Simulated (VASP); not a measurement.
Hf12C13, 25 atoms in the cell. The cell holds a slab with vacuum, 25 atoms: a = 6.578 Å, b = 6.578 Å, c = 20.084 Å, α = 90.00°, β = 90.00°, γ = 90.00°. 

```yaml
Program: VASP 6.6.1
Task: single point
Functional: PBE
Potentials_or_basis: VASP PAW PBE potentials, release 64 (Hf_pv, C)
Cutoff: 520 eV
k_mesh: 4 × 4 × 1
Occupations: gaussian, width 0.1 eV
Spin: no spin polarisation
Dipole_correction: yes
Further_INCAR_settings: LREAL = Auto; ALGO = Normal; EDIFF = 1e-06; NBANDS = 104
```

Potentials or basis: VASP PAW PBE potentials, release 64 (Hf_pv, C).

Run with:

```bash
$ cat potpaw_PBE.64/Hf_pv/POTCAR potpaw_PBE.64/C/POTCAR > POTCAR
$ mpirun -np 1 vasp_std > vasp.out
```

Hardware: 1 thread of Oxide Virtual Turin-like Processor, with other jobs on the host.

Task: Estimate the wall time of this run.

Result: Wall time 38 min on 1 thread of Oxide Virtual Turin-like Processor, with other jobs on the host, peak memory 0.92 GiB. Counts: scf iterations 44, k points 7.
